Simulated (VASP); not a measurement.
# Ge2P (R-3m) in VASP: notebook

The runs below take Ge2P through single point, relaxation of cell and atoms, with PBE.

Program: VASP 6.6.1. These are calculated values, not measurements. Logs are shortened: lines on timing, memory, paths and dates and some standing lists are left out, and cuts for length are marked.

**1. The cell of the first run**

The structure is trigonal, space group R-3m (No. 166). Conventional cell: a = 3.571 Å, b = 3.571 Å, c = 15.470 Å, α = 90.00°, β = 90.00°, γ = 120.00°. Within 3.4 Å of Ge (site symmetry 3m) lie 3 P at 2.57 Å and 3 Ge at 2.94 Å. P (site symmetry -3m) has 6 Ge at 2.57 Å within 3.4 Å.

**2. Single point, PBE**

Input file INCAR:

```
SYSTEM = Ge2P
PREC = Accurate
ENCUT = 520
EDIFF = 1E-6
ISMEAR = 0
SIGMA = 0.1
LREAL = .False.
LASPH = .True.
NELM = 100
ALGO = Normal
ISIF = 2
LWAVE = .False.
LCHARG = .False.
GGA = PE
NBANDS = 24
```

Input file KPOINTS:

```
regular mesh
0
Gamma
  18 18 18
  0 0 0
```

Input file POSCAR:

```
Ge2P
1.0
    1.7853090377      1.0307486535      5.1567380634
   -1.7853090377      1.0307486535      5.1567380634
    0.0000000000     -2.0614973070      5.1567380634
Ge P
2 1
Direct
    0.7656129700      0.7656129700      0.7656129700
    0.2343870300      0.2343870300      0.2343870300
    0.0000000000      0.0000000000      0.0000000000
```

Potentials or basis: VASP PAW PBE potentials, release 64 (Ge_d, P).

Launch:

```console
$ cat potpaw_PBE.64/Ge_d/POTCAR potpaw_PBE.64/P/POTCAR > POTCAR
$ mpirun -np 1 vasp_std > vasp.out
```

OUTCAR:

```text
SYSTEM = Ge2P
   PREC = Accurate
   ENCUT = 520
   EDIFF = 1E-6
   ISMEAR = 0
   LREAL = .False.
   LASPH = .True.
   NELM = 100
   ISIF = 2
   GGA = PE

 ion  position               nearest neighbor table
   1  0.766  0.766  0.766-   3 2.57   3 2.57   3 2.57
   2  0.234  0.234  0.234-   3 2.57   3 2.57   3 2.57
   3  0.000  0.000  0.000-   1 2.57   2 2.57   1 2.57   1 2.57   2 2.57   2 2.57

  LATTYP: Found a trigonal (rhomboedric) cell.
 ALAT       =     5.5535320834
 COS(alpha) =     0.7933105868

  Lattice vectors:

 A1 = (   1.7853090377,   1.0307486535,   5.1567380634)
 A2 = (  -1.7853090377,   1.0307486535,   5.1567380634)
 A3 = (   0.0000000000,  -2.0614973070,   5.1567380634)

Analysis of symmetry for initial positions (statically):
=====================================================================
 Subroutine PRICEL returns:
 Original cell was already a primitive cell.

 Routine SETGRP: Setting up the symmetry group for a
 trigonal (rhombohedral) supercell.

 Subroutine GETGRP returns: Found 12 space group operations
 (whereof 12 operations were pure point group operations)
 out of a pool of 12 trial point group operations.

The static configuration has the point symmetry D_3d.

Analysis of symmetry for dynamics (positions and initial velocities):
=====================================================================
 Subroutine PRICEL returns:
 Original cell was already a primitive cell.

 Routine SETGRP: Setting up the symmetry group for a
 trigonal (rhombohedral) supercell.

 Subroutine GETGRP returns: Found 12 space group operations
 (whereof 12 operations were pure point group operations)
 out of a pool of 12 trial point group operations.

The dynamic configuration has the point symmetry D_3d.

 Subroutine INISYM returns: Found 12 space group operations
 (whereof 12 operations are pure point group operations),
 and found     1 'primitive' translations

----------------------------------------------------------------------------------------

                                     Primitive cell

  volume of cell :      56.9367

  direct lattice vectors                    reciprocal lattice vectors
     1.785309038  1.030748653  5.156738063     0.280063557  0.161694770  0.064640346
    -1.785309038  1.030748653  5.156738063    -0.280063557  0.161694770  0.064640346
     0.000000000 -2.061497307  5.156738063     0.000000000 -0.323389540  0.064640346

  length of vectors
     5.553532083  5.553532083  5.553532083     0.329786551  0.329786551  0.329786551

  position of ions in fractional coordinates (direct lattice)
     0.765612970  0.765612970  0.765612970
     0.234387030  0.234387030  0.234387030
     0.000000000  0.000000000  0.000000000

  ion indices of the primitive-cell ions
   primitive index   ion index
                 1           1
                 2           2
                 3           3

----------------------------------------------------------------------------------------

 KPOINTS: regular mesh

Automatic generation of k-mesh.
 Grid dimensions read from file:
 generate k-points for:   18   18   18

 Generating k-lattice:

  Cartesian coordinates                     Fractional coordinates (reciprocal lattice)
     0.015559087  0.008983043  0.003591130     0.055555556  0.000000000 -0.000000000
    -0.015559087  0.008983043  0.003591130     0.000000000  0.055555556 -0.000000000
     0.000000000 -0.017966086  0.003591130    -0.000000000 -0.000000000  0.055555556

  Length of vectors
     0.018321475  0.018321475  0.018321475

  Shift w.r.t. Gamma in fractional coordinates (k-lattice)
     0.000000000  0.000000000  0.000000000

 Subroutine IBZKPT returns following result:
 ===========================================

 Found    580 irreducible k-points:

 Following reciprocal coordinates:
            Coordinates               Weight
  0.000000  0.000000  0.000000      1.000000
  0.055556  0.000000 -0.000000      6.000000
  0.111111  0.000000 -0.000000      6.000000
  0.166667  0.000000 -0.000000      6.000000
  0.222222  0.000000 -0.000000      6.000000
  0.277778  0.000000 -0.000000      6.000000
[... 16 lines left out ...]
 -0.277778  0.055556  0.000000     12.000000
 -0.222222  0.055556  0.000000     12.000000
 [... further k-points ...]
   k-points           NKPTS =    580   k-points in BZ     NKDIM =    580   number of bands    NBANDS=     24
   number of dos      NEDOS =    301   number of ions     NIONS =      3
   total plane-waves  NPLWV =  74088
   dimension x,y,z NGX =    42 NGY =   42 NGZ =   42
   dimension x,y,z NGXF=    84 NGYF=   84 NGZF=   84
   ions per type =               2   1
   NGX,Y,Z   is equivalent  to a cutoff of  12.57, 12.57, 12.57 a.u.
   NGXF,Y,Z  is equivalent  to a cutoff of  25.15, 25.15, 25.15 a.u.
 SYSTEM =  Ge2P
   PREC   = accura    normal or accurate (medium, high low for compatibility)
   ISTART =      0    job   : 0-new  1-cont  2-samecut
   ICHARG =      2    charge: 1-file 2-atom 10-const
   ISPIN  =      1    spin polarized calculation?
   LNONCOLLINEAR =      F non collinear calculations
   LSORBIT =      F    spin-orbit coupling
   LASPH  =      T    aspherical Exc in radial PAW
   ENCUT  =  520.0 eV  38.22 Ry    6.18 a.u.  10.33 10.33 10.33*2*pi/ulx,y,z
   NELM   =    100;   NELMIN=  2; NELMDL= -5     # of ELM steps
   EDIFF  = 0.1E-05   stopping-criterion for ELM
   LREAL  =      F    real-space projection
   EDIFFG = 0.1E-04   stopping-criterion for IOM
   NSW    =      0    number of steps for IOM
   IBRION =     -1    ionic relax: 0-MD 1-quasi-New 2-CG
   NFREE  =      0    steps in history (QN), initial steepest desc. (CG)
   ISIF   =      2    stress and relaxation
   ISYM   =      2    0-nonsym 1-usesym 2-fastsym
   POTIM  = 0.5000    time-step for ionic-motion
   TEBEG  =    0.0;   TEEND  =   0.0 temperature during run
   PSTRESS=    0.0 pullay stress
   NELECT =      33.0000    total number of electrons
   NUPDOWN=      -1.0000    fix difference up-down
   EMIN   =  10.00;   EMAX   =-10.00  energy-range for DOS
   EFERMI =   0.00;   METHOD = LEGACY
   ISMEAR =     0;   SIGMA  =   0.10  broadening in eV -4-tet -1-fermi 0-gaus
   EFERMI_NEDOS =   21; number of points for ismear=-14 and -15
   IALGO  =     38    algorithm
   IMIX   =      4    mixing-type and parameters
     AMIX     =   0.40;   BMIX     =  1.00
     AMIX_MAG =   1.60;   BMIX_MAG =  1.00
  volume/ion in A,a.u.               =      18.98       128.08
  Fermi-wavevector in a.u.,A,eV,Ry     =   1.364945  2.579373 25.348691  1.863076
  Thomas-Fermi vector in A             =   2.491217
   LORBIT       =      0    0 simple, 1 ext, 2 COOP (PROOUT), +10 PAW based schemes
   GGA     = PE    functional components
   LHFCALC =     F    Hartree Fock is set to
   AEXX    =    0.0000 exact exchange contribution
   IVDW    =     0    specifies the selected vdW correction
   LEPSILON=     F    determine dielectric tensor
   LRPA    =     F    only Hartree local field effects (RPA)
 non-spin polarized calculation
 Gauss-broadening in eV      SIGMA  =   0.10
  energy-cutoff  :      520.00
  volume of cell :       56.94
 maximum number of plane-waves:      1561
 NGX is ok and might be reduce to    42
   NGX = 21   NGY = 21   NGZ = 21

 number of electron      33.0000010 magnetization

 Free energy of the ion-electron system (eV)
  ---------------------------------------------------
  ext. energy  EPLUGINS =         0.00000000
  ---------------------------------------------------
  free energy    TOTEN  =       -13.82690117 eV

  energy without entropy =      -13.82081341  energy(sigma->0) =      -13.82385729

 E-fermi :   6.5910     XC(G=0): -10.7855

 val. band max:        6.5892156405   @ k =   0.5000   0.2222   0.2222
 cond. band min:       6.5920091118   @ k =   0.3333   0.1667  -0.0000
 fundamental gap:      0.0027934713
 Fermi energy:         6.5910086615

 k-point     1 :       0.0000    0.0000    0.0000
  band No.  band energies     occupation
      1     -18.2012      2.00000
      2     -18.2012      2.00000
      3     -18.1957      2.00000
      4     -18.1957      2.00000
      5     -18.1701      2.00000
      6     -18.1641      2.00000
[... 16 lines left out ...]
     23      13.8536      0.00000
     24      13.8536      0.00000

 k-point     2 :       0.0556    0.0000   -0.0000
  band No.  band energies     occupation
      1     -18.2011      2.00000
      2     -18.2008      2.00000
      3     -18.1958      2.00000
      4     -18.1951      2.00000
      5     -18.1697      2.00000
      6     -18.1642      2.00000
[... 16 lines left out ...]
     23      14.1214      0.00000
     24      14.3583      0.00000

 k-point     3 :       0.1111    0.0000   -0.0000
  band No.  band energies     occupation
      1     -18.2006      2.00000
      2     -18.1998      2.00000
      3     -18.1962      2.00000
      4     -18.1931      2.00000
      5     -18.1688      2.00000
      6     -18.1641      2.00000
[... 16 lines left out ...]
     23      14.6707      0.00000
     24      14.7772      0.00000

 k-point     4 :       0.1667    0.0000   -0.0000
  band No.  band energies     occupation
      1     -18.1999      2.00000
      2     -18.1981      2.00000
      3     -18.1965      2.00000
      4     -18.1902      2.00000
      5     -18.1687      2.00000
      6     -18.1640      2.00000
[... 16 lines left out ...]
     23      14.4953      0.00000
     24      15.6044      0.00000

 k-point     5 :       0.2222    0.0000   -0.0000
  band No.  band energies     occupation
      1     -18.1992      2.00000
      2     -18.1964      2.00000
      3     -18.1962      2.00000
      4     -18.1864      2.00000
      5     -18.1699      2.00000
      6     -18.1637      2.00000
[... 451 lines left out ...]
 k-point    22 :      -0.3333    0.0556    0.0000
  band No.  band energies     occupation
      1     -18.1996      2.00000
      2     -18.1939      2.00000
      3     -18.1900      2.00000
      4     -18.1768      2.00000
      5     -18.1731      2.00000
      6     -18.1638      2.00000
[... 16 lines left out ...]
     23      15.4441      0.00000
     24      16.6153      0.00000

 k-point    23 :      -0.2778    0.0556    0.0000
  band No.  band energies     occupation
      1     -18.1992      2.00000
      2     -18.1953      2.00000
      3     -18.1928      2.00000
      4     -18.1803      2.00000
      5     -18.1716      2.00000
      6     -18.1638      2.00000
[... 16 lines left out ...]
     23      15.3289      0.00000
     24      16.2590      0.00000

 k-point    24 :      -0.2222    0.0556    0.0000
  band No.  band energies     occupation
      1     -18.1988      2.00000
      2     -18.1967      2.00000
      3     -18.1951      2.00000
      4     -18.1844      2.00000
      5     -18.1698      2.00000
      6     -18.1640      2.00000
[... 16 lines left out ...]
     23      15.1118      0.00000
     24      16.0627      0.00000

 [... further k-points ...]

------------------------ aborting loop because EDIFF is reached ----------------------------------------

  FORCE on cell =-STRESS in cart. coord.  units (eV):
  Direction    XX          YY          ZZ          XY          YZ          ZX
  --------------------------------------------------------------------------------------
  -------------------------------------------------------------------------------------
  Total       -0.0172536     -0.0172536     -0.0081450      0.0000000      0.0000000      0.0000000
  in kB       -0.4855093     -0.4855093     -0.2291982      0.0000000      0.0000000      0.0000000
  external PRESSURE =      -0.4000723 kB  Pullay stress =       0.0000000 kB

 VOLUME and BASIS-vectors are now :
 -----------------------------------------------------------------------------
  energy-cutoff  :      520.00
  volume of cell :       56.94
      direct lattice vectors                 reciprocal lattice vectors
     1.785309038  1.030748653  5.156738063     0.280063557  0.161694770  0.064640346
    -1.785309038  1.030748653  5.156738063    -0.280063557  0.161694770  0.064640346
     0.000000000 -2.061497307  5.156738063     0.000000000 -0.323389540  0.064640346

 POSITION                                       TOTAL-FORCE (eV/Angst)
 -----------------------------------------------------------------------------------
      0.00000      0.00000     11.84420         0.000000      0.000000     -0.003584
      0.00000      0.00000      3.62602         0.000000     -0.000000      0.003584
      0.00000      0.00000      0.00000         0.000000      0.000000     -0.000000
 -----------------------------------------------------------------------------------
    total drift:                               -0.000000     -0.000000      0.000000

  FREE ENERGIE OF THE ION-ELECTRON SYSTEM (eV)
  ---------------------------------------------------
  free  energy   TOTEN  =       -13.8269011733 eV

  energy  without entropy=      -13.8208134142  energy(sigma->0) =      -13.82385729
```

Wall time 18 min (1 thread of Intel Xeon Platinum 8488C (Sapphire Rapids), shared host); peak memory 0.77 GiB.

What came out:

```
Free energy            : -13.8269 eV
Pressure               : 0.0 GPa
Largest force          : 0.004 eV/Å
Band gap on the k mesh : zero (an odd number of electrons rules out a gap without spin polarisation)
```

Forces in eV/Å, atoms in the order of the input:
```
Ge   0.000  0.000 -0.004
Ge   0.000  0.000  0.004
P    0.000  0.000  0.000
```

**3. Single point, PBE**

This run uses another cell than the first one, of 16.00 Å³/atom.

Input file INCAR:

```
SYSTEM = Ge2P
PREC = Accurate
ENCUT = 520
EDIFF = 1E-6
ISMEAR = 0
SIGMA = 0.1
LREAL = .FALSE.
LASPH = .TRUE.
NELM = 100
ALGO = Normal
ISIF = 2
LWAVE = .FALSE.
LCHARG = .FALSE.
GGA = PE
NBANDS = 24
```

Input file KPOINTS:

```
regular mesh
0
G
  6 6 6
  0 0 0
```

Input file POSCAR:

```
Ge2P
1.0
    1.7148437600      0.9900655100      4.7116869300
   -1.7148437600      0.9900655100      4.7116869300
    0.0000000000     -1.9801310100      4.7116869300
Ge P
2 1
Direct
    0.7666081800      0.7666081800      0.7666081800
    0.2333918200      0.2333918200      0.2333918200
    0.0000000000      0.0000000000      0.0000000000
```

Potentials or basis: VASP PAW PBE potentials, release 64 (Ge_d, P).

Launch:

```console
$ cat potpaw_PBE.64/Ge_d/POTCAR potpaw_PBE.64/P/POTCAR > POTCAR
$ mpirun -np 1 vasp_std > vasp.out
```

OUTCAR:

```text
SYSTEM = Ge2P
   PREC = Accurate
   ENCUT = 520
   EDIFF = 1E-6
   ISMEAR = 0
   LREAL = .FALSE.
   LASPH = .TRUE.
   NELM = 100
   ISIF = 2
   GGA = PE

 ion  position               nearest neighbor table
   1  0.767  0.767  0.767-   3 2.43   3 2.43   3 2.43   2 2.73   2 2.73   2 2.73
   2  0.233  0.233  0.233-   3 2.43   3 2.43   3 2.43   1 2.73   1 2.73   1 2.73
   3  0.000  0.000  0.000-   1 2.43   2 2.43   1 2.43   1 2.43   2 2.43   2 2.43

  LATTYP: Found a trigonal (rhomboedric) cell.
 ALAT       =     5.1108622131
 COS(alpha) =     0.7748402460

[... 841 lines left out ...]

  FORCE on cell =-STRESS in cart. coord.  units (eV):
  Direction    XX          YY          ZZ          XY          YZ          ZX
  --------------------------------------------------------------------------------------
  -------------------------------------------------------------------------------------
  Total        4.5077844      4.5077844      6.9199561      0.0000000      0.0000000      0.0000000
  in kB      150.4726436    150.4726437    230.9924343      0.0000000      0.0000002      0.0000000
  external PRESSURE =     177.3125738 kB  Pullay stress =       0.0000000 kB

 VOLUME and BASIS-vectors are now :
 -----------------------------------------------------------------------------
  energy-cutoff  :      520.00
  volume of cell :       48.00
      direct lattice vectors                 reciprocal lattice vectors
     1.714843760  0.990065510  4.711686930     0.291571752  0.168339030  0.070746070
    -1.714843760  0.990065510  4.711686930    -0.291571752  0.168339030  0.070746070
     0.000000000 -1.980131010  4.711686930     0.000000000 -0.336678059  0.070746070

 POSITION                                       TOTAL-FORCE (eV/Angst)
 -----------------------------------------------------------------------------------
      0.00000      0.00000     10.83605         0.000000      0.000000      0.648754
      0.00000      0.00000      3.29901         0.000000     -0.000000     -0.648754
      0.00000      0.00000      0.00000         0.000000     -0.000000      0.000000
 -----------------------------------------------------------------------------------
    total drift:                               -0.000000     -0.000000      0.000000

  FREE ENERGIE OF THE ION-ELECTRON SYSTEM (eV)
  ---------------------------------------------------
  free  energy   TOTEN  =       -13.4249104571 eV

  energy  without entropy=      -13.4181893703  energy(sigma->0) =      -13.42154991
```

It took 67 s on 1 thread of Intel Xeon Platinum 8259CL at 2.50GHz (Skylake/Cascade Lake), shared host; peak memory 0.24 GiB.

What came out:

```
Free energy            : -13.4249 eV
Pressure               : 17.7 GPa
Largest force          : 0.649 eV/Å
Band gap on the k mesh : zero (an odd number of electrons rules out a gap without spin polarisation)
```

Forces on the atoms (eV/Å):
```
Ge   0.000  0.000  0.649
Ge   0.000  0.000 -0.649
P    0.000  0.000  0.000
```

Caveat: the k points lie up to 0.36 Å⁻¹ apart, too coarse for converged energies and pressures of a metal.

(Part 1 of 2 ends here.)
